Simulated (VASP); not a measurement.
Input of a VASP 6.6.1 run:

Contents of INCAR:

```
PREC = Accurate
ENCUT = 600
EDIFF = 1E-6
ISMEAR = 0
SIGMA = 0.2
LREAL = F
LASPH = T
NELM = 100
ALGO = Normal
ISIF = 3
LWAVE = F
LCHARG = F
GGA = PE
IBRION = 2
NSW = 80
EDIFFG = -0.025
```

File KPOINTS:

```
Automatic mesh
0
Gamma
  6 6 6
```

File POSCAR:

```
C
1.0
   -3.4904776409     -1.9530254788     -0.8767364844
    3.5207800713     -2.0469140592     -0.7771453674
    0.0717125002     -0.0315416029      5.0375155627
C
12
Direct
   -0.0391476689      0.6380021294      0.3944343360
    1.0377538242      0.6343597753      0.9366590795
    0.5941704392      0.6093174983      0.3957247607
    0.5906104484      0.6092498533      0.8934335417
    0.5828727305     -0.0218190425      0.4111357797
    0.6098900733      0.9719735078      0.8858785968
    0.3880363893      0.0153898537      0.0785450150
    0.4003017609      0.0183870051      0.6047646669
    0.4077264924      0.3517145788      0.0976132224
    0.4197442572      0.3902441889      0.6224174327
    0.0194723020      0.4065936207      0.0946970927
   -0.0114310485      0.3765870312      0.5846964759
```

Potentials or basis: VASP PAW PBE potentials, release 64 (C).

The run is started by

```sh
$ cat potpaw_PBE.64/C/POTCAR > POTCAR
$ mpirun -np 1 vasp_std > vasp.out
```

(1) Estimate the relaxed cell.

(2) Estimate the space group after relaxing (to 0.1 Å).

## Answers

(1) a = 4.161 Å, b = 4.161 Å, c = 5.078 Å, α = 101.76°, β = 101.72°, γ = 115.97°.

(2) R-3m (No. 166).
